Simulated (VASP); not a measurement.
Set up this calculation in VASP 6.6.1, as the native input.

| Property | Result |
| --- | --- |
| Task | single point |
| Functional | PBE |
| Potentials or basis | VASP PAW PBE potentials, release 64 (Sn_d, Se) |
| Cutoff | 520 eV |
| k mesh | 8 × 8 × 6 |
| Occupations | gaussian, width 0.02 eV |
| Spin | no spin polarisation |
| Dipole correction | no |
| Further INCAR settings | ALGO = Normal; EDIFF = 1e-06; NBANDS = 28 |

The structure of SnSe lies in POSCAR:

```
SnSe
1.0
    2.1550000000     -5.8525000000      0.0000000000
    2.1550000000      5.8525000000      0.0000000000
    0.0000000000      0.0000000000      4.3180000000
Sn Se
2 2
Direct
    0.8904408353      0.1304408353      0.2500000000
    0.1200000000      0.8800000000      0.7500000000
    0.6440000000      0.3560000000      0.2500000000
    0.3560000000      0.6440000000      0.7500000000
```

This cell differs from its parent crystal: one atom moved.

These files were run (other wordings do the same):

INCAR

```
PREC     = Accurate       # precision mode
ENCUT    = 520            # plane-wave cutoff, eV
EDIFF    = 1E-6           # SCF threshold, eV
ISMEAR   = 0              # smearing method
SIGMA    = 0.02           # smearing width, eV
LREAL    = False          # projectors in reciprocal space
LASPH    = True           # aspherical terms in the spheres
NELM     = 100            # most SCF steps
ALGO     = Normal         # electronic algorithm
ISIF     = 2              # what is computed and relaxed
LWAVE    = False          # write WAVECAR
LCHARG   = False          # write CHGCAR
GGA      = PE             # functional
NBANDS   = 28             # bands
```

KPOINTS

```
regular mesh
0
Gamma
  8 8 6
```

Potentials or basis: VASP PAW PBE potentials, release 64 (Sn_d, Se).

Command:

```sh
$ cat potpaw_PBE.64/Sn_d/POTCAR potpaw_PBE.64/Se/POTCAR > POTCAR
$ mpirun -np 1 vasp_std > vasp.out
```

It gave:

| Property | Result |
| --- | --- |
| Pressure | -0.5 GPa |
| Largest force | 0.263 eV/Å |
| Band gap on the k mesh | 0.31 eV (least direct gap 0.33 eV) |

Caveat: the cell differs from its parent crystal (one atom moved); spin-orbit coupling is left out, which moves the levels of the heavy elements.

It took 2.8 min on 1 thread of Intel(R) Xeon(R) 6975P-C (Granite Rapids) (shared host), peak memory 0.49 GiB.
